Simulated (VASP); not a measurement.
# Pd in VASP: a series of runs, part 2 of 3

VASP 6.6.1. Earlier steps stand in the parts before.

## 5. Single point, PBE (the cell strained at random)

The input, INCAR:

```
ALGO = Fast ; EDIFF = 1E-6
ENCUT = 520 ; GGA = PE
ISIF = 2 ; ISMEAR = 0
LASPH = True ; LCHARG = True
LELF = True ; LREAL = False
LVHAR = True ; LWAVE = False
NBANDS = 11 ; NELM = 100
PREC = Accurate ; SIGMA = 0.1
```

The input, KPOINTS:

```
k-points
0
Gamma
  16 16 16
```

The input, POSCAR:

```
Pd
1.0
    0.0176402430      1.9473311250      1.9493732700
    1.9724397840      0.0056207610      1.9613927520
    1.9706310270      1.9575418500      0.0074295180
Pd
1
Direct
    0.0000000000      0.0000000000      0.0000000000
```

Potentials or basis: VASP PAW PBE potentials, release 64 (Pd).

Command:

```
cat potpaw_PBE.64/Pd/POTCAR > POTCAR
mpirun -np 1 vasp_std > vasp.out
```

OUTCAR:

```text
EDIFF = 1E-6
   ENCUT = 520
   GGA = PE
   ISIF = 2
   ISMEAR = 0
   LASPH = True
   LREAL = False
   NELM = 100
   PREC = Accurate

 ion  position               nearest neighbor table
   1  0.000  0.000  0.000-

  LATTYP: Found a triclinic cell.
 ALAT       =     4.7581892907
 B/A-ratio  =     0.5790948570
 C/A-ratio  =     0.5804473282
 COS(alpha) =     0.0010510785
 COS(beta)  =     0.2905963669
 COS(gamma) =     0.8636850000

  Lattice vectors:

 A1 = (   1.9353505410,  -1.9371204000,  -3.8913170220)
 A2 = (  -0.0176402430,  -1.9473311250,  -1.9493732700)
 A3 = (  -0.0018087570,   1.9519210890,  -1.9539632340)

Analysis of symmetry for initial positions (statically):
=====================================================================
 Subroutine PRICEL returns:
 Original cell was already a primitive cell.

 Routine SETGRP: Setting up the symmetry group for a
 triclinic supercell.

 Subroutine GETGRP returns: Found  2 space group operations
 (whereof  2 operations were pure point group operations)
 out of a pool of  2 trial point group operations.

The static configuration has the point symmetry S_2 .

Analysis of symmetry for dynamics (positions and initial velocities):
=====================================================================
 Subroutine PRICEL returns:
 Original cell was already a primitive cell.

 Routine SETGRP: Setting up the symmetry group for a
 triclinic supercell.

 Subroutine GETGRP returns: Found  2 space group operations
 (whereof  2 operations were pure point group operations)
 out of a pool of  2 trial point group operations.

The dynamic configuration has the point symmetry S_2 .

 Subroutine INISYM returns: Found  2 space group operations
 (whereof  2 operations are pure point group operations),
 and found     1 'primitive' translations

----------------------------------------------------------------------------------------

                                     Primitive cell

  volume of cell :      14.9357

  direct lattice vectors                    reciprocal lattice vectors
     0.017640243  1.947331125  1.949373270    -0.257066050  0.257806590  0.257775111
     1.972439784  0.005620761  1.961392752     0.254524852 -0.257193111  0.254620435
     1.970631027  1.957541850  0.007429518     0.254994342  0.255121404 -0.257161632

  length of vectors
     2.755442947  2.781656309  2.777663035     0.446088780  0.442450859  0.442991140

  position of ions in fractional coordinates (direct lattice)
     0.000000000  0.000000000  0.000000000

  ion indices of the primitive-cell ions
   primitive index   ion index
                 1           1

----------------------------------------------------------------------------------------

 KPOINTS: k-points

Automatic generation of k-mesh.
 Grid dimensions read from file:
 generate k-points for:   16   16   16

 Generating k-lattice:

  Cartesian coordinates                     Fractional coordinates (reciprocal lattice)
    -0.016066628  0.016112912  0.016110944     0.062500000  0.000000000 -0.000000000
     0.015907803 -0.016074569  0.015913777    -0.000000000  0.062500000  0.000000000
     0.015937146  0.015945088 -0.016072602     0.000000000 -0.000000000  0.062500000

  Length of vectors
     0.027880549  0.027653179  0.027686946

  Shift w.r.t. Gamma in fractional coordinates (k-lattice)
     0.000000000  0.000000000  0.000000000

 Subroutine IBZKPT returns following result:
 ===========================================

 Found   2052 irreducible k-points:

 Following reciprocal coordinates:
            Coordinates               Weight
  0.000000  0.000000  0.000000      1.000000
  0.062500  0.000000 -0.000000      2.000000
  0.125000  0.000000 -0.000000      2.000000
  0.187500 -0.000000 -0.000000      2.000000
  0.250000  0.000000 -0.000000      2.000000
  0.312500  0.000000 -0.000000      2.000000
[... 16 lines left out ...]
 -0.187500  0.062500  0.000000      2.000000
 -0.125000  0.062500  0.000000      2.000000
 [... further k-points ...]
   k-points           NKPTS =   2052   k-points in BZ     NKDIM =   2052   number of bands    NBANDS=     11
   number of dos      NEDOS =    301   number of ions     NIONS =      1
   total plane-waves  NPLWV =  11520
   dimension x,y,z NGX =    20 NGY =   24 NGZ =   24
   dimension x,y,z NGXF=    40 NGYF=   48 NGZF=   48
   ions per type =               1
   NGX,Y,Z   is equivalent  to a cutoff of  12.07, 14.34, 14.36 a.u.
   NGXF,Y,Z  is equivalent  to a cutoff of  24.13, 28.69, 28.73 a.u.
 SYSTEM =  unknown system
   PREC   = accura    normal or accurate (medium, high low for compatibility)
   ISTART =      0    job   : 0-new  1-cont  2-samecut
   ICHARG =      2    charge: 1-file 2-atom 10-const
   ISPIN  =      1    spin polarized calculation?
   LNONCOLLINEAR =      F non collinear calculations
   LSORBIT =      F    spin-orbit coupling
   LASPH  =      T    aspherical Exc in radial PAW
   ENCUT  =  520.0 eV  38.22 Ry    6.18 a.u.   5.12  5.17  5.16*2*pi/ulx,y,z
   NELM   =    100;   NELMIN=  2; NELMDL= -5     # of ELM steps
   EDIFF  = 0.1E-05   stopping-criterion for ELM
   LREAL  =      F    real-space projection
   EDIFFG = 0.1E-04   stopping-criterion for IOM
   NSW    =      0    number of steps for IOM
   IBRION =     -1    ionic relax: 0-MD 1-quasi-New 2-CG
   NFREE  =      0    steps in history (QN), initial steepest desc. (CG)
   ISIF   =      2    stress and relaxation
   ISYM   =      2    0-nonsym 1-usesym 2-fastsym
   POTIM  = 0.5000    time-step for ionic-motion
   TEBEG  =    0.0;   TEEND  =   0.0 temperature during run
   PSTRESS=    0.0 pullay stress
   NELECT =      10.0000    total number of electrons
   NUPDOWN=      -1.0000    fix difference up-down
   EMIN   =  10.00;   EMAX   =-10.00  energy-range for DOS
   EFERMI =   0.00;   METHOD = LEGACY
   ISMEAR =     0;   SIGMA  =   0.10  broadening in eV -4-tet -1-fermi 0-gaus
   EFERMI_NEDOS =   21; number of points for ismear=-14 and -15
   IALGO  =     68    algorithm
   IMIX   =      4    mixing-type and parameters
     AMIX     =   0.40;   BMIX     =  1.00
     AMIX_MAG =   1.60;   BMIX_MAG =  1.00
  volume/ion in A,a.u.               =      14.94       100.79
  Fermi-wavevector in a.u.,A,eV,Ry     =   1.432186  2.706439 27.907684  2.051157
  Thomas-Fermi vector in A             =   2.551841
   LORBIT       =      0    0 simple, 1 ext, 2 COOP (PROOUT), +10 PAW based schemes
   GGA     = PE    functional components
   LHFCALC =     F    Hartree Fock is set to
   AEXX    =    0.0000 exact exchange contribution
   IVDW    =     0    specifies the selected vdW correction
   LEPSILON=     F    determine dielectric tensor
   LRPA    =     F    only Hartree local field effects (RPA)
 non-spin polarized calculation
 RMM-DIIS sequential band-by-band and
 Gauss-broadening in eV      SIGMA  =   0.10
  energy-cutoff  :      520.00
  volume of cell :       14.94
 maximum number of plane-waves:       413
   NGX = 11   NGY = 11   NGZ = 11

 number of electron      10.0000000 magnetization

 number of electron       9.9999999 magnetization

 Free energy of the ion-electron system (eV)
  ---------------------------------------------------
  ext. energy  EPLUGINS =         0.00000000
  ---------------------------------------------------
  free energy    TOTEN  =        -5.21749812 eV

  energy without entropy =       -5.20600578  energy(sigma->0) =       -5.21175195

 E-fermi :   9.5940     XC(G=0): -13.1052

 val. band max:        9.5939213108   @ k =   0.3125  -0.1250   0.3750
 cond. band min:       9.5943677491   @ k =  -0.2500   0.2500   0.3125
 fundamental gap:      0.0004464383
 Fermi energy:         9.5940259171

 k-point     1 :       0.0000    0.0000    0.0000
  band No.  band energies     occupation
      1       2.5305      2.00000
      2       6.7277      2.00000
      3       6.8047      2.00000
      4       6.8605      2.00000
      5       8.3481      2.00000
      6       8.4082      2.00000
      7      26.7568      0.00000
      8      31.2297      0.00000
      9      31.4769      0.00000
     10      31.6950      0.00000
     11      36.6086      0.00000
[... 309 lines left out ...]
 k-point    24 :      -0.1250    0.0625    0.0000
  band No.  band energies     occupation
      1       3.3809      2.00000
      2       6.5406      2.00000
      3       7.0185      2.00000
      4       7.1204      2.00000
      5       8.1049      2.00000
      6       8.4576      2.00000
      7      27.3503      0.00000
      8      28.2008      0.00000
      9      31.1784      0.00000
     10      32.8843      0.00000
     11      35.3633      0.00000

 [... further k-points ...]

------------------------ aborting loop because EDIFF is reached ----------------------------------------

  FORCE on cell =-STRESS in cart. coord.  units (eV):
  Direction    XX          YY          ZZ          XY          YZ          ZX
  --------------------------------------------------------------------------------------
  -------------------------------------------------------------------------------------
  Total        0.4021700      0.4335302      0.4296005     -0.0529143      0.0160178     -0.0644003
  in kB       43.1413832     46.5054409     46.0838975     -5.6761998      1.7182487     -6.9083213
  external PRESSURE =      45.2435739 kB  Pullay stress =       0.0000000 kB

 VOLUME and BASIS-vectors are now :
 -----------------------------------------------------------------------------
  energy-cutoff  :      520.00
  volume of cell :       14.94
      direct lattice vectors                 reciprocal lattice vectors
     0.017640243  1.947331125  1.949373270    -0.257066050  0.257806590  0.257775111
     1.972439784  0.005620761  1.961392752     0.254524852 -0.257193111  0.254620435
     1.970631027  1.957541850  0.007429518     0.254994342  0.255121404 -0.257161632

 POSITION                                       TOTAL-FORCE (eV/Angst)
 -----------------------------------------------------------------------------------
      0.00000      0.00000      0.00000         0.000000      0.000000     -0.000000
 -----------------------------------------------------------------------------------
    total drift:                               -0.000000      0.000000     -0.000000

  FREE ENERGIE OF THE ION-ELECTRON SYSTEM (eV)
  ---------------------------------------------------
  free  energy   TOTEN  =        -5.2174981176 eV

  energy  without entropy=       -5.2060057790  energy(sigma->0) =       -5.21175195
```

Wall time 6.7 min (1 thread of Intel Xeon 8259CL, shared host); peak memory 0.43 GiB.

What came out:

| Quantity | Value |
| --- | --- |
| Free energy | -5.2175 eV |
| Pressure | 4.5 GPa |
| Band gap on the k mesh | zero (bands 5 and 6 overlap by 1.57 eV) |

Stress tensor (GPa, compression positive):
```
 4.31 -0.57 -0.69
-0.57  4.65  0.17
-0.69  0.17  4.61
```

Levels at points of the mesh, in eV from the Fermi level:
```tsv
k point	band 3	band 4	band 5	band 6	band 7	band 8
(0.00, 0.00, 0.00)	-2.79	-2.73	-1.25	-1.19	17.16	21.64
(0.50, 0.00, 0.00)	-2.79	-0.02	-0.02	1.11	7.36	16.43
(0.00, 0.50, 0.00)	-2.77	-0.08	-0.01	1.00	7.18	16.54
(0.50, 0.50, 0.00)	-0.07	0.25	0.29	3.36	10.67	12.94
(0.00, 0.00, 0.50)	-2.76	-0.07	-0.01	1.02	7.20	16.52
(0.50, 0.00, 0.50)	-0.07	0.25	0.29	3.38	10.70	12.89
(0.00, 0.50, 0.50)	-0.07	0.27	0.27	3.25	10.52	13.15
(0.50, 0.50, 0.50)	-2.81	-0.08	-0.02	0.95	7.10	16.59
```

Caveat: the cell differs from its parent crystal (the cell strained at random); the cell stands under pressure.

## 6. Single point, PBE (the cell strained at random)

The input, INCAR:

```
SYSTEM = Pd
PREC = Accurate ; ENCUT = 520
EDIFF = 1E-6 ; ISMEAR = 0
SIGMA = 0.1 ; LREAL = .False.
LASPH = .True. ; NELM = 100
ALGO = Fast ; ISIF = 2
LWAVE = .False. ; LCHARG = .False.
GGA = PE ; NBANDS = 11
```

The input, KPOINTS:

```
regular mesh
0
Gamma
  16 16 16
  0 0 0
```

The input, POSCAR:

```
Pd
1.0
    0.0034230240      2.0028969180      2.0180865870
    2.0056975740      0.0018282060      2.0196814050
    2.0185339140      2.0173280760     -0.0110081340
Pd
1
Direct
    0.0000000000      0.0000000000      0.0000000000
```

Potentials or basis: VASP PAW PBE potentials, release 64 (Pd).

Command:

```
cat potpaw_PBE.64/Pd/POTCAR > POTCAR
mpirun -np 1 vasp_std > vasp.out
```

Run time: 5.2 min. Hardware: 1 thread of Intel Xeon 8259CL, shared host; peak memory 0.47 GiB.

It converged, with:

| Property | Result |
| --- | --- |
| Free energy | -5.1908 eV |
| Pressure | -9.2 GPa |
| Band gap on the k mesh | zero (bands 5 and 6 overlap by 1.33 eV) |

Stress tensor (GPa, compression positive):
```
-9.14 -0.38  0.20
-0.38 -9.12  0.27
 0.20  0.27 -9.41
```

Levels at points of the mesh, in eV from the Fermi level:
```
           k point  band 3  band 4  band 5  band 6  band 7  band 8
(0.00, 0.00, 0.00)   -2.40   -2.36   -1.08   -1.02   17.07   21.06
(0.50, 0.00, 0.00)   -2.41   -0.06    0.00    1.26    6.60   16.37
(0.00, 0.50, 0.00)   -2.41   -0.07   -0.01    1.25    6.58   16.38
(0.50, 0.50, 0.00)   -0.06    0.22    0.23    3.26    9.62   12.57
(0.00, 0.00, 0.50)   -2.40   -0.06   -0.04    1.15    6.41   16.49
(0.50, 0.00, 0.50)   -0.07    0.21    0.25    3.40    9.81   12.50
(0.00, 0.50, 0.50)   -0.07    0.20    0.25    3.39    9.79   12.48
(0.50, 0.50, 0.50)   -2.37   -0.05   -0.03    1.24    6.55   16.39
```

Caveat: the cell differs from its parent crystal (the cell strained at random); the cell stands under tension.

(Continued in part 3 of 3.)
